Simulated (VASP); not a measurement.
# Al16P16H (a cell with a defect) in VASP: further runs, part 2 of 2

VASP 6.6.1. Earlier steps stand in the parts before.

### Step 3. Single point, PBEsol

INCAR

```
SYSTEM = Al16P16H
PREC = Accurate
ENCUT = 520
EDIFF = 1E-7
ISMEAR = 0
SIGMA = 0.02
LREAL = Auto
LASPH = .TRUE.
NELM = 80
ALGO = Normal
ISIF = 2
LWAVE = .FALSE.
LCHARG = .FALSE.
GGA = PS
NELECT = 130.0
NBANDS = 86
```

KPOINTS

```
Automatic mesh
0
Gamma
  2 2 2
  0.5 0.5 0.5
```

POSCAR

```
Al16P16H
1.0
   -5.4711284545      5.4711284545     -5.4711284545
    5.4711284545     -5.4711284545     -5.4711284545
   -5.4711284545     -5.4711284545      5.4711284545
Al P H
16 16 1
Direct
    0.4950178967      0.2490764038      0.2471982720
    0.2470406263      0.2490413105      0.4952345796
   -0.0000932166      0.2403546199      0.7600514290
    0.7466758520     -0.0011069928      0.2692254463
    0.7599526377      0.2401164606      0.0000044781
    0.5044851392      0.0035324522      0.5046899416
    0.2689417754     -0.0010490523      0.7469494701
   -0.0002392559      0.7505179296      0.2448291995
    0.9788705465      1.0125752020      0.9790743435
    0.7597162148      0.7513386926      0.5056173554
    0.5054274494      0.7513977298      0.7599737485
    0.2581987449      0.5068825423      0.2584327917
    0.2445872933      0.7505065060     -0.0000515433
   -0.0002196987      0.4987779985      0.4995809407
    0.7523342824      0.5025223814      0.7525591903
    0.4994335305      0.4987536891     -0.0000329914
    0.4943814649      0.0002213437      0.2531220957
    0.2529183900      0.0002014210      0.4946493255
    0.0213349953     -0.0068204394      0.7411988283
    0.7502404731      0.7463447503      0.2527460306
    0.7410500473     -0.0069386965      0.0216473623
    0.5119078310      0.7573663339      0.5121221377
    0.2525160964      0.7463597380      0.7504221541
    0.0038903309      0.5020341823      0.2510111052
   -0.0030175676      0.7616760481     -0.0027732853
    0.7483022075      0.4966094331      0.4992958076
    0.4991022460      0.4966515633      0.7485112137
    0.2416831392      0.2471847465      0.2419113371
    0.2508954983      0.5021181686      0.0041601107
    0.0024814808      0.2523848620      0.5099011151
    0.7520703515      0.2541161319      0.7522622681
    0.5097999477      0.2523848620      0.0026627048
    0.8669752574      1.0912901332      0.8672486014
```

Potentials or basis: VASP PAW PBE potentials, release 64 (Al, P, H).

Started as:

```console
$ cat potpaw_PBE.64/Al/POTCAR potpaw_PBE.64/P/POTCAR potpaw_PBE.64/H/POTCAR > POTCAR
$ mpirun -np 1 vasp_std > vasp.out
```

OUTCAR:

```text
SYSTEM = Al16P16H
   PREC = Accurate
   ENCUT = 520
   EDIFF = 1E-7
   ISMEAR = 0
   LREAL = Auto
   LASPH = .TRUE.
   NELM = 80
   ISIF = 2
   GGA = PS
   NELECT = 130.0

 ion  position               nearest neighbor table
   1  0.495  0.249  0.247-  17 2.38  32 2.38  28 2.38  26 2.38
   2  0.247  0.249  0.495-  18 2.38  30 2.38  28 2.38  27 2.38
   3  1.000  0.240  0.760-  19 2.37  31 2.37  29 2.39  30 2.42
   4  0.747  0.999  0.269-  21 2.31  17 2.35  20 2.36  30 2.37
   5  0.760  0.240  0.000-  21 2.37  31 2.37  24 2.39  32 2.42
   6  0.504  0.004  0.505-  17 2.34  18 2.34  31 2.36  22 2.38
   7  0.269  0.999  0.747-  19 2.31  18 2.35  23 2.36  32 2.37
   8  1.000  0.751  0.245-  25 2.38  18 2.38  20 2.38  24 2.39
   9  0.979  0.013  0.979-  33 1.76  21 2.38  19 2.38  28 2.41  25 2.50
  10  0.760  0.751  0.506-  19 2.34  20 2.35  26 2.36  22 2.39
  11  0.505  0.751  0.760-  21 2.34  23 2.35  27 2.36  22 2.39
  12  0.258  0.507  0.258-  28 2.36  24 2.37  29 2.37  22 2.39
  13  0.245  0.751  1.000-  25 2.38  17 2.38  23 2.38  29 2.39
  14  1.000  0.499  0.500-  23 2.37  26 2.38  30 2.38  24 2.38
  15  0.752  0.503  0.753-  31 2.35  25 2.37  27 2.37  26 2.37
[... 15 lines left out ...]
  31  0.752  0.254  0.752-  15 2.35   6 2.36   5 2.37   3 2.37
  32  0.510  0.252  0.003-   7 2.37  16 2.38   1 2.38   5 2.42
  33  0.867  0.091  0.867-   9 1.76

  LATTYP: Found a body centered cubic cell.
 ALAT       =    10.9422569090

  Lattice vectors:

 A1 = (  -5.4711284545,   5.4711284545,  -5.4711284545)
 A2 = (   5.4711284545,  -5.4711284545,  -5.4711284545)
 A3 = (  -5.4711284545,  -5.4711284545,   5.4711284545)

Analysis of symmetry for initial positions (statically):
=====================================================================
 Subroutine PRICEL returns:
 Original cell was already a primitive cell.

 Routine SETGRP: Setting up the symmetry group for a
 body centered cubic supercell.

 Subroutine GETGRP returns: Found  1 space group operations
 (whereof  1 operations were pure point group operations)
[... 182 lines left out ...]
   GGA     = PS    functional components
   LHFCALC =     F    Hartree Fock is set to
   AEXX    =    0.0000 exact exchange contribution
   IVDW    =     0    specifies the selected vdW correction
   LEPSILON=     F    determine dielectric tensor
   LRPA    =     F    only Hartree local field effects (RPA)
 non-spin polarized calculation
 Gauss-broadening in eV      SIGMA  =   0.02
  energy-cutoff  :      520.00
  volume of cell :      655.07
 maximum number of plane-waves:     17628
 NGX is ok and might be reduce to    70
   NGX = 35   NGY = 35   NGZ = 35

 number of electron     129.9999999 magnetization

 Free energy of the ion-electron system (eV)
  ---------------------------------------------------
  ext. energy  EPLUGINS =         0.00000000
  ---------------------------------------------------
  free energy    TOTEN  =      -171.79686428 eV

  energy without entropy =     -171.79686428  energy(sigma->0) =     -171.79686428

 E-fermi :   5.3904     XC(G=0):  -9.4052

 val. band max:        5.2551555885   @ k =   0.2500   0.2500  -0.2500
 cond. band min:       6.3862347676   @ k =   0.2500   0.2500  -0.2500
 fundamental gap:      1.1310791791
 Fermi energy:         5.3903559914

 k-point     1 :       0.2500    0.2500    0.2500
  band No.  band energies     occupation
      1      -6.4214      2.00000
      2      -6.3729      2.00000
      3      -6.3587      2.00000
      4      -6.3428      2.00000
      5      -5.1355      2.00000
      6      -5.1206      2.00000
[... 309 lines left out ...]
     76       8.1033      0.00000
     77       8.1313      0.00000
 [bands above 77 left out]

------------------------ aborting loop because EDIFF is reached ----------------------------------------

  FORCE on cell =-STRESS in cart. coord.  units (eV):
  Direction    XX          YY          ZZ          XY          YZ          ZX
  --------------------------------------------------------------------------------------
  -------------------------------------------------------------------------------------
  Total        7.5596668     10.3046246     10.3218405     -1.4368542     -4.1838338     -1.4566459
  in kB       18.4893870     25.2029879     25.2450944     -3.5142492    -10.2327951     -3.5626557
  external PRESSURE =      22.9791564 kB  Pullay stress =       0.0000000 kB

 VOLUME and BASIS-vectors are now :
 -----------------------------------------------------------------------------
  energy-cutoff  :      520.00
  volume of cell :      655.07
      direct lattice vectors                 reciprocal lattice vectors
    -5.471128454  5.471128454 -5.471128454    -0.091388825  0.000000000 -0.091388825
     5.471128454 -5.471128454 -5.471128454     0.000000000 -0.091388825 -0.091388825
    -5.471128454 -5.471128454  5.471128454    -0.091388825 -0.091388825  0.000000000

 POSITION                                       TOTAL-FORCE (eV/Angst)
 -----------------------------------------------------------------------------------
     -2.69803     -0.00688     -2.71858         0.001848      0.035220      0.000069
     -2.69855     -2.72044     -0.00464         0.000879     -0.002594      0.034030
     -8.31395     -0.00273     -2.62729        -0.017547     -0.026663      0.128764
     -0.09305     -2.85288     -8.07726         0.007532      0.045982      0.006455
     -2.84412      2.84407     -5.47148        -0.016237      0.125698     -0.026836
     -5.50200     -0.02045     -0.01821         0.025794     -0.004979     -0.005256
[... 25 lines left out ...]
     -1.42292      1.39378     -4.15544        -0.012220      0.044117      0.004001
     -8.98870     -0.50096     -0.49796        -0.182198     -0.595905     -0.593355
 -----------------------------------------------------------------------------------
    total drift:                               -0.008492      0.000599      0.001763

  FREE ENERGIE OF THE ION-ELECTRON SYSTEM (eV)
  ---------------------------------------------------
  free  energy   TOTEN  =      -171.7968642830 eV

  energy  without entropy=     -171.7968642830  energy(sigma->0) =     -171.79686428
```

OSZICAR:

```text
N       E                     dE             d eps       ncg     rms          rms(c)
DAV:   1     0.410088327793E+03    0.41009E+03   -0.49440E+04   688   0.124E+03
DAV:   2    -0.133069835148E+03   -0.54316E+03   -0.51356E+03   856   0.184E+02
DAV:   3    -0.177277750963E+03   -0.44208E+02   -0.43811E+02   840   0.517E+01
DAV:   4    -0.178327305942E+03   -0.10496E+01   -0.10452E+01   832   0.939E+00
DAV:   5    -0.178357714811E+03   -0.30409E-01   -0.30373E-01   880   0.159E+00    0.178E+01
DAV:   6    -0.172736949144E+03    0.56208E+01   -0.10024E+01   760   0.626E+00    0.112E+01
DAV:   7    -0.171841399096E+03    0.89555E+00   -0.45105E+00   832   0.433E+00    0.451E+00
DAV:   8    -0.171795264712E+03    0.46134E-01   -0.49941E-01   778   0.174E+00    0.112E+00
DAV:   9    -0.171796200190E+03   -0.93548E-03   -0.39718E-02   808   0.536E-01    0.377E-01
DAV:  10    -0.171796528788E+03   -0.32860E-03   -0.24940E-03   882   0.149E-01    0.179E-01
DAV:  11    -0.171796842943E+03   -0.31415E-03   -0.10829E-03   768   0.823E-02    0.703E-02
DAV:  12    -0.171796851525E+03   -0.85817E-05   -0.75199E-05   802   0.259E-02    0.441E-02
DAV:  13    -0.171796862873E+03   -0.11348E-04   -0.83915E-05   776   0.228E-02    0.137E-02
DAV:  14    -0.171796864052E+03   -0.11795E-05   -0.67691E-06   840   0.698E-03    0.146E-02
DAV:  15    -0.171796864374E+03   -0.32113E-06   -0.54415E-07   776   0.191E-03    0.789E-03
DAV:  16    -0.171796864199E+03    0.17477E-06   -0.13627E-06   776   0.323E-03    0.170E-03
DAV:  17    -0.171796864283E+03   -0.84195E-07   -0.49894E-07   680   0.177E-03
   1 F= -.17179686E+03 E0= -.17179686E+03  d E =-.736539E-22
```

stdout:

```text
POSCAR found type information on POSCAR AlP H
 POSCAR found :  3 types and      33 ions
 scaLAPACK will be used
 -----------------------------------------------------------------------------
|                                                                             |
|                                                                             |
|     You enforced a specific xc type in the INCAR file but a different       |
|     I HOPE YOU KNOW WHAT YOU ARE DOING!                                     |
|                                                                             |
 -----------------------------------------------------------------------------

 LDA part: xc-table for (Slater+PW92), standard interpolation
 POSCAR, INCAR and KPOINTS ok, starting setup
 FFT: planning ... GRIDC
 FFT: planning ... GRID_SOFT
 FFT: planning ... GRID
 WAVECAR not read
 entering main loop
 the old and the new charge density differ
 old charge density:   129.00000 new  130.00000
    0.178E+01
```

Run time: 16 min. Hardware: 1 thread of Intel Xeon 8259CL, shared host; peak memory 0.74 GiB.

Results:

```yaml
Free_energy: -171.7969 eV
Largest_force: 0.860 eV/Å
```

Forces on the atoms (eV/Å):
```
Al   0.002  0.035  0.000
Al   0.001 -0.003  0.034
Al  -0.018 -0.027  0.129
Al   0.008  0.046  0.006
Al  -0.016  0.126 -0.027
Al   0.026 -0.005 -0.005
Al   0.007  0.007  0.045
Al  -0.005  0.029  0.021
Al  -0.069 -0.064 -0.066
Al   0.024  0.070  0.030
Al   0.025  0.029  0.072
Al  -0.003  0.000 -0.001
Al  -0.005  0.021  0.027
Al   0.000  0.027  0.025
Al   0.050 -0.020 -0.023
Al  -0.001  0.025  0.027
P    0.004  0.037 -0.001
P    0.004  0.000  0.035
P    0.029  0.043  0.089
P    0.014  0.038  0.012
P    0.030  0.087  0.045
P   -0.010 -0.012 -0.011
P    0.014  0.010  0.037
P    0.003  0.038  0.024
P   -0.010 -0.001 -0.004
P    0.013  0.023  0.008
P    0.015  0.008  0.026
P   -0.037 -0.016 -0.020
P    0.000  0.026  0.038
P   -0.011  0.003  0.043
P    0.110 -0.027 -0.027
P   -0.012  0.044  0.004
H   -0.182 -0.596 -0.593
```

Levels at points of the mesh, in eV from the Fermi level:
| k point | band 62 | band 63 | band 64 | band 65 | band 66 | band 67 | band 68 | band 69 |
| --- | --- | --- | --- | --- | --- | --- | --- | --- |
| (0.25, 0.25, 0.25) | -1.31 | -1.25 | -1.22 | -0.37 | 1.58 | 1.61 | 1.66 | 1.71 |

Caveat: the cell carries a net charge on a neutralising background, which shifts energy and pressure; the cell is charged against a uniform background, so pressure and absolute levels hang on convention; the PAW data sets were made with another functional, which shifts forces and pressure a little.
